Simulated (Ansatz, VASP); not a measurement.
## Two plane-wave programs on AlNi

INCAR

```
  PREC = Accurate
  ENCUT = 520
  EDIFF = 1E-6
  ISMEAR = 0
  SIGMA = 0.15
  LREAL = F
  LASPH = T
  NELM = 80
  ALGO = Fast
  ISIF = 2
  LWAVE = F
  LCHARG = T
  GGA = PS
  LELF = T
  LVHAR = T
  NBANDS = 14
```

KPOINTS

```
regular mesh
0
Gamma
  16 16 16
```

The input POSCAR:

```
AlNi
1.0
    2.0548796087     -2.0548250032      0.0000000000
    2.0548796087      2.0548250032      0.0000000000
    0.0000000000      0.0000000000      2.7159000000
Al Ni
1 1
Direct
    0.0000000000      0.0000000000      0.0000000000
    0.5000000000      0.5000000000      0.5000000000
```

Input for Ansatz:

```yaml
crystal:
  lattice:
    - [2.0548796087, -2.0548250032, 0.0]
    - [2.0548796087, 2.0548250032, 0.0]
    - [0.0, 0.0, 2.7159]
  atoms:
    - { symbol: Al, position: [0.0, 0.0, 0.0] }
    - { symbol: Ni, position: [0.5, 0.5, 0.5] }
basis:
  ecutwfc: 520.0
kpoints:
  mp_grid: { grid: [16, 16, 16] }
hamiltonian:
  xc: pbesol
  pseudopotentials: { kind: paw, azcp: { folder: soft_1 } }
scf:
  occupations: { method: gaussian, width: 0.15 }
output:
  forces: true
  stress: true
  eigenvalues: true
```

Alike in both runs: task single point; functional PBEsol; k mesh 16 × 16 × 16; occupations gaussian, width 0.15 eV; no spin polarisation.

|  | VASP | Ansatz |
| --- | --- | --- |
| version | VASP 6.6.1 | Ansatz 0.2.0 |
| potentials or method | VASP PAW PBE potentials, release 64 (Al, Ni), cutoff 520 eV | scalar-relativistic, plane waves, PAW |
| valence electrons in the cell | 13 | 21 |

Ansatz gave:

- gap on the k mesh at the Fermi level (eV): none
- pressure (GPa): 4.3
- traceless stress, the component that is largest in VASP (GPa): 4.66

Task: Which values does VASP return?

Result: gap on the k mesh at the Fermi level (eV): none; pressure (GPa): 4.3; traceless stress, the component that is largest in VASP (GPa): 4.76.

VASP's potentials were made for PBE, not for PBEsol, and Ansatz warns of the same on its side. A gap of «none» marks a metal or a gap that the smearing closes. VASP's potentials hold 13 valence electrons a cell and Ansatz's 21, so a difference there can come from the potentials and not from the codes. Ansatz's warnings: near symmetry operations not taken.
